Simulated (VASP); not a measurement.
# MgO2 (Pa-3) in VASP: further runs

Runs on MgO2. Level: PBEsol. Tasks: single point, relaxation of cell and atoms, relaxation of the atoms.

Program: VASP 6.6.1. These are calculated values, not measurements. Logs are shortened: lines on timing, memory, paths and dates and some standing lists are left out, and cuts for length are marked.

## (1) The cell of the first run

It takes space group Pa-3 (No. 205, cubic). Conventional cell: a = 4.841 Å, b = 4.841 Å, c = 4.841 Å, α = 90.00°, β = 90.00°, γ = 90.00°. Within 3.0 Å of Mg (site symmetry -3) lie 12 O at 2.08 to 2.91 Å. Within 2.0 Å of O (site symmetry 3) lie 1 O at 1.48 Å.

## (2) Single point, PBEsol

INCAR reads:

```
SYSTEM = MgO2
  ALGO = Normal
  EDIFF = 1E-7
  ENCUT = 520
  GGA = PS
  ISIF = 2
  ISMEAR = 0
  LASPH = .TRUE.
  LCHARG = .TRUE.
  LELF = .TRUE.
  LREAL = .FALSE.
  LVHAR = .TRUE.
  LWAVE = .FALSE.
  NBANDS = 40
  NELM = 100
  PREC = Accurate
  SIGMA = 0.01
```

KPOINTS reads:

```
k-points
0
G
  6 6 6
  0 0 0
```

POSCAR reads:

```
MgO2
1.0
    4.8408307519      0.0000000000      0.0000000000
    0.0000000000      4.8408307519      0.0000000000
    0.0000000000      0.0000000000      4.8408307519
Mg O
4 8
Direct
    0.0000000000      0.5000000000      0.5000000000
    0.5000000000      0.5000000000      0.0000000000
    0.5000000000      0.0000000000      0.5000000000
    0.0000000000      0.0000000000      0.0000000000
    0.4116319358      0.0883680642      0.9116319358
    0.0883680642      0.9116319358      0.4116319358
    0.9116319358      0.4116319358      0.0883680642
    0.5883680642      0.5883680642      0.5883680642
    0.4116319358      0.4116319358      0.4116319358
    0.0883680642      0.5883680642      0.9116319358
    0.9116319358      0.0883680642      0.5883680642
    0.5883680642      0.9116319358      0.0883680642
```

Potentials or basis: VASP PAW PBE potentials, release 64 (Mg, O).

Command:

```
> cat potpaw_PBE.64/Mg/POTCAR potpaw_PBE.64/O/POTCAR > POTCAR
> mpirun -np 1 vasp_std > vasp.out
```

OUTCAR:

```text
SYSTEM = MgO2
   EDIFF = 1E-7
   ENCUT = 520
   GGA = PS
   ISIF = 2
   ISMEAR = 0
   LASPH = .TRUE.
   LREAL = .FALSE.
   NELM = 100
   PREC = Accurate

 ion  position               nearest neighbor table
   1  0.000  0.500  0.500-   6 2.08   7 2.08   8 2.08   9 2.08  10 2.08  11 2.08   2 3.42   3 3.42
                             4 3.42   2 3.42   4 3.42   3 3.42   4 3.42   4 3.42   2 3.42   3 3.42
   2  0.500  0.500  0.000-   5 2.08   7 2.08   8 2.08   9 2.08  10 2.08  12 2.08   1 3.42   3 3.42
                             4 3.42   1 3.42   3 3.42   3 3.42   4 3.42   3 3.42   1 3.42   4 3.42
   3  0.500  0.000  0.500-   5 2.08   6 2.08   8 2.08   9 2.08  11 2.08  12 2.08   1 3.42   2 3.42
                             4 3.42   2 3.42   4 3.42   1 3.42   2 3.42   2 3.42   1 3.42   4 3.42
   4  0.000  0.000  0.000-   5 2.08   6 2.08   7 2.08  10 2.08  11 2.08  12 2.08   1 3.42   2 3.42
                             3 3.42   1 3.42   3 3.42   1 3.42   2 3.42   1 3.42   2 3.42   3 3.42
   5  0.412  0.088  0.912-  12 1.48   3 2.08   4 2.08   2 2.08
   6  0.088  0.912  0.412-  11 1.48   3 2.08   4 2.08   1 2.08
   7  0.912  0.412  0.088-  10 1.48   2 2.08   4 2.08   1 2.08
   8  0.588  0.588  0.588-   9 1.48   2 2.08   3 2.08   1 2.08
   9  0.412  0.412  0.412-   8 1.48   2 2.08   3 2.08   1 2.08
  10  0.088  0.588  0.912-   7 1.48   2 2.08   4 2.08   1 2.08
  11  0.912  0.088  0.588-   6 1.48   3 2.08   4 2.08   1 2.08
  12  0.588  0.912  0.088-   5 1.48   3 2.08   4 2.08   2 2.08

  LATTYP: Found a simple cubic cell.
 ALAT       =     4.8408307519

  Lattice vectors:

 A1 = (   4.8408307519,   0.0000000000,   0.0000000000)
 A2 = (   0.0000000000,   4.8408307519,   0.0000000000)
 A3 = (   0.0000000000,   0.0000000000,   4.8408307519)

Analysis of symmetry for initial positions (statically):
=====================================================================
 Subroutine PRICEL returns:
 Original cell was already a primitive cell.

 Routine SETGRP: Setting up the symmetry group for a
 simple cubic supercell.

 Subroutine GETGRP returns: Found 24 space group operations
 (whereof  6 operations were pure point group operations)
 out of a pool of 48 trial point group operations.

The static configuration has the point symmetry S_6 .
 The point group associated with its full space group is T_h .

Analysis of symmetry for dynamics (positions and initial velocities):
=====================================================================
 Subroutine PRICEL returns:
 Original cell was already a primitive cell.

 Routine SETGRP: Setting up the symmetry group for a
 simple cubic supercell.
[... 138 lines left out ...]
   EMIN   =  10.00;   EMAX   =-10.00  energy-range for DOS
   EFERMI =   0.00;   METHOD = LEGACY
   ISMEAR =     0;   SIGMA  =   0.01  broadening in eV -4-tet -1-fermi 0-gaus
   EFERMI_NEDOS =   21; number of points for ismear=-14 and -15
   IALGO  =     38    algorithm
   IMIX   =      4    mixing-type and parameters
     AMIX     =   0.40;   BMIX     =  1.00
     AMIX_MAG =   1.60;   BMIX_MAG =  1.00
  volume/ion in A,a.u.               =       9.45        63.79
  Fermi-wavevector in a.u.,A,eV,Ry     =   1.293851  2.445024 22.776839  1.674050
  Thomas-Fermi vector in A             =   2.425471
   LORBIT       =      0    0 simple, 1 ext, 2 COOP (PROOUT), +10 PAW based schemes
   GGA     = PS    functional components
   LHFCALC =     F    Hartree Fock is set to
   AEXX    =    0.0000 exact exchange contribution
   IVDW    =     0    specifies the selected vdW correction
   LEPSILON=     F    determine dielectric tensor
   LRPA    =     F    only Hartree local field effects (RPA)
 non-spin polarized calculation
 Gauss-broadening in eV      SIGMA  =   0.01
  energy-cutoff  :      520.00
  volume of cell :      113.44
 maximum number of plane-waves:      3112
   NGX = 19   NGY = 19   NGZ = 19

 number of electron      56.0000074 magnetization

 Free energy of the ion-electron system (eV)
  ---------------------------------------------------
  ext. energy  EPLUGINS =         0.00000000
  ---------------------------------------------------
  free energy    TOTEN  =       -69.78667570 eV

  energy without entropy =      -69.78667570  energy(sigma->0) =      -69.78667570

 E-fermi :   2.9444     XC(G=0): -11.0153

 val. band max:        2.8659982405   @ k =   0.0000   0.0000   0.0000
 cond. band min:       6.8149557371   @ k =   0.3333   0.1667   0.1667
 fundamental gap:      3.9489574966
 Fermi energy:         2.9444215366

 k-point     1 :       0.0000    0.0000    0.0000
  band No.  band energies     occupation
      1     -18.4153      2.00000
      2     -17.6376      2.00000
      3     -17.6376      2.00000
      4     -17.6376      2.00000
      5     -11.7681      2.00000
      6     -11.7681      2.00000
[... 1021 lines left out ...]
     39      13.9559      0.00000
     40      13.9559      0.00000

------------------------ aborting loop because EDIFF is reached ----------------------------------------

  FORCE on cell =-STRESS in cart. coord.  units (eV):
  Direction    XX          YY          ZZ          XY          YZ          ZX
  --------------------------------------------------------------------------------------
  -------------------------------------------------------------------------------------
  Total       -0.0569401     -0.0569401     -0.0569401      0.0000000      0.0000000     -0.0000000
  in kB       -0.8042098     -0.8042098     -0.8042098      0.0000000      0.0000000     -0.0000000
  external PRESSURE =      -0.8042098 kB  Pullay stress =       0.0000000 kB

 VOLUME and BASIS-vectors are now :
 -----------------------------------------------------------------------------
  energy-cutoff  :      520.00
  volume of cell :      113.44
      direct lattice vectors                 reciprocal lattice vectors
     4.840830752  0.000000000  0.000000000     0.206576113  0.000000000  0.000000000
     0.000000000  4.840830752  0.000000000     0.000000000  0.206576113  0.000000000
     0.000000000  0.000000000  4.840830752     0.000000000  0.000000000  0.206576113

 POSITION                                       TOTAL-FORCE (eV/Angst)
 -----------------------------------------------------------------------------------
      0.00000      2.42042      2.42042         0.000000     -0.000000     -0.000000
      2.42042      2.42042      0.00000         0.000000     -0.000000     -0.000000
      2.42042      0.00000      2.42042         0.000000     -0.000000     -0.000000
      0.00000      0.00000      0.00000         0.000000     -0.000000     -0.000000
      1.99264      0.42777      4.41306        -0.113981      0.113981     -0.113981
      0.42777      4.41306      1.99264         0.113981     -0.113981     -0.113981
      4.41306      1.99264      0.42777        -0.113981     -0.113981      0.113981
      2.84819      2.84819      2.84819         0.113981      0.113981      0.113981
      1.99264      1.99264      1.99264        -0.113981     -0.113981     -0.113981
      0.42777      2.84819      4.41306         0.113981      0.113981     -0.113981
      4.41306      0.42777      2.84819        -0.113981      0.113981      0.113981
      2.84819      4.41306      0.42777         0.113981     -0.113981      0.113981
 -----------------------------------------------------------------------------------
    total drift:                                0.000000      0.000000      0.000000

  FREE ENERGIE OF THE ION-ELECTRON SYSTEM (eV)
  ---------------------------------------------------
  free  energy   TOTEN  =       -69.7866756972 eV

  energy  without entropy=      -69.7866756972  energy(sigma->0) =      -69.78667570
```

OSZICAR:

```text
N       E                     dE             d eps       ncg     rms          rms(c)
DAV:   1     0.303076801062E+03    0.30308E+03   -0.29870E+04  1960   0.132E+03
DAV:   2    -0.551075445506E+02   -0.35818E+03   -0.34755E+03  2416   0.287E+02
DAV:   3    -0.744450118646E+02   -0.19337E+02   -0.19202E+02  2392   0.705E+01
DAV:   4    -0.745907916073E+02   -0.14578E+00   -0.14565E+00  2320   0.669E+00
DAV:   5    -0.745918369064E+02   -0.10453E-02   -0.10452E-02  2320   0.545E-01    0.161E+01
DAV:   6    -0.703104113073E+02    0.42814E+01   -0.93736E+00  2280   0.149E+01    0.730E+00
DAV:   7    -0.698377494341E+02    0.47266E+00   -0.88227E-01  2256   0.508E+00    0.324E+00
DAV:   8    -0.697853043272E+02    0.52445E-01   -0.15631E-01  2184   0.274E+00    0.405E-01
DAV:   9    -0.697868031871E+02   -0.14989E-02   -0.25784E-02  2304   0.796E-01    0.220E-01
DAV:  10    -0.697866261188E+02    0.17707E-03   -0.27211E-03  2288   0.275E-01    0.449E-02
DAV:  11    -0.697866833123E+02   -0.57193E-04   -0.11670E-04  2376   0.652E-02    0.235E-02
DAV:  12    -0.697866753485E+02    0.79637E-05   -0.47691E-05  2288   0.344E-02    0.328E-03
DAV:  13    -0.697866757001E+02   -0.35152E-06   -0.78706E-07  2392   0.469E-03    0.964E-04
DAV:  14    -0.697866756972E+02    0.29045E-08   -0.15453E-08  1408   0.769E-04
   1 F= -.69786676E+02 E0= -.69786676E+02  d E =-.101790E-30
```

Run time: 71 s. Hardware: 1 thread of Intel Xeon Platinum 8488C (Sapphire Rapids), shared host; peak memory 0.24 GiB.

What came out:

| Property | Result |
| --- | --- |
| Free energy | -69.7867 eV |
| Pressure | -0.1 GPa |
| Largest force | 0.197 eV/Å |
| Band gap on the k mesh | 3.95 eV (least direct gap 4.07 eV) |

Forces on the atoms (eV/Å):
```
Mg   0.000  0.000  0.000
Mg   0.000  0.000  0.000
Mg   0.000  0.000  0.000
Mg   0.000  0.000  0.000
O   -0.114  0.114 -0.114
O    0.114 -0.114 -0.114
O   -0.114 -0.114  0.114
O    0.114  0.114  0.114
O   -0.114 -0.114 -0.114
O    0.114  0.114 -0.114
O   -0.114  0.114  0.114
O    0.114 -0.114  0.114
```

Caveat: the PAW data sets were made with another functional, which shifts forces and pressure a little. A k mesh can miss the band edges.

## (3) Relaxation of cell and atoms, PBEsol

INCAR reads:

```
ALGO     = Normal         # electronic algorithm
EDIFF    = 1E-6           # SCF threshold, eV
EDIFFG   = -0.001         # ionic threshold
ENCUT    = 600            # plane-wave cutoff, eV
GGA      = PS             # functional
IBRION   = 2              # ionic algorithm
ISIF     = 3              # what is computed and relaxed
ISMEAR   = 0              # smearing method
LASPH    = True           # aspherical terms in the spheres
LCHARG   = False          # write CHGCAR
LREAL    = False          # projectors in reciprocal space
LWAVE    = False          # write WAVECAR
NELM     = 100            # most SCF steps
NSW      = 80             # ionic steps
PREC     = Accurate       # precision mode
SIGMA    = 0.01           # smearing width, eV
```

KPOINTS reads:

```
k-points
0
Gamma
  6 6 6
```

POSCAR is that of step 2.

Potentials or basis: VASP PAW PBE potentials, release 64 (Mg, O).

Command:

```
> cat potpaw_PBE.64/Mg/POTCAR potpaw_PBE.64/O/POTCAR > POTCAR
> mpirun -np 1 vasp_std > vasp.out
```

Run time: 4.1 min. Hardware: 1 thread of Intel Xeon Platinum 8488C (Sapphire Rapids), shared host; peak memory 0.29 GiB.

It converged, with:

```
Free energy                           : -69.8127 eV
Relaxed volume                        : 9.41 Å³/atom
Relaxed cell                          : a = 4.834 Å, b = 4.834 Å, c = 4.834 Å, α = 90.00°, β = 90.00°, γ = 90.00°
Space group after relaxing (to 0.1 Å) : Pa-3 (No. 205)
Energy gained by relaxing             : 0.3 meV/atom
Ionic steps                           : 8
Pressure after relaxing               : 0.0 GPa
Band gap on the k mesh                : 3.90 eV (least direct gap 4.03 eV)
```

The path:
| step | energy change (eV) | largest force (eV/Å) | pressure (GPa) | volume (Å³) |
| --- | --- | --- | --- | --- |
| 1 | 0.0000 | 0.1842 | -0.30 | 113.44 |
| 2 | 0.0008 | 0.2256 | -0.62 | 113.15 |
| 3 | -0.0032 | 0.0123 | -0.48 | 113.30 |
| 4 | -0.0037 | 0.0009 | 0.10 | 112.86 |
| 5 | -0.0037 | 0.0029 | -0.01 | 112.94 |
| 6 | -0.0037 | 0.0026 | 0.00 | 112.93 |
| 7 | -0.0037 | 0.0027 | 0.00 | 112.93 |
| 8 | -0.0037 | 0.0001 | -0.01 | 112.93 |

Final structure:
```yaml
crystal:
  lattice:
    - [4.83362, 0.00000, 0.00000]
    - [0.00000, 4.83362, 0.00000]
    - [0.00000, 0.00000, 4.83362]
  atoms:
    - { symbol: Mg, position: [0.00000, 0.50000, 0.50000] }
    - { symbol: Mg, position: [0.50000, 0.50000, 0.00000] }
    - { symbol: Mg, position: [0.50000, 0.00000, 0.50000] }
    - { symbol: Mg, position: [0.00000, 0.00000, 0.00000] }
    - { symbol: O, position: [0.41111, 0.08889, 0.91111] }
    - { symbol: O, position: [0.08889, 0.91111, 0.41111] }
    - { symbol: O, position: [0.91111, 0.41111, 0.08889] }
    - { symbol: O, position: [0.58889, 0.58889, 0.58889] }
    - { symbol: O, position: [0.41111, 0.41111, 0.41111] }
    - { symbol: O, position: [0.08889, 0.58889, 0.91111] }
    - { symbol: O, position: [0.91111, 0.08889, 0.58889] }
    - { symbol: O, position: [0.58889, 0.91111, 0.08889] }
```

Levels at points of the mesh, in eV from the valence-band top:
```csv
k point,band 26,band 27,band 28,band 29,band 30,band 31
"(0.00, 0.00, 0.00)",-0.50,0.00,0.00,4.57,4.57,4.57
"(0.50, 0.00, 0.00)",-0.73,-0.12,-0.12,3.97,3.97,4.43
"(0.50, 0.50, 0.00)",-0.50,-0.50,-0.50,4.19,4.19,4.19
"(0.50, 0.50, 0.50)",-0.57,-0.57,-0.57,4.50,4.50,4.50
```

Caveat: the PAW data sets were made with another functional, which shifts forces and pressure a little. A k mesh can miss the band edges.

[end of part 1 of 2]
